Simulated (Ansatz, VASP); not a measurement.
**One calculation of Rh, two programs**

```
CELL_PARAMETERS angstrom
-1.50989 1.50989 1.50989
1.50989 -1.50989 1.50989
1.50989 1.50989 -1.50989
ATOMIC_POSITIONS crystal
Rh 0.00000 0.00000 0.00000
```

Change from the starting cell: volume scaled by 0.95, LAPW.

Alike in both runs: task single point; functional PBE; k mesh 17 × 17 × 17; occupations fermi-dirac, width 0.1 eV; no spin polarisation.

```csv
,VASP,Ansatz
version,VASP 6.6.1,Ansatz 0.2.0
potentials or method,"VASP PAW PBE potentials, release 64 (Rh_pv), cutoff 520 eV","all-electron LAPW, scalar-relativistic"
```

|  | VASP | Ansatz | Ansatz less VASP |
| --- | --- | --- | --- |
| pressure (GPa) | 13.6 | 13.5 | -0.11 |

Ansatz ran all-electron here, and VASP with PAW potentials.
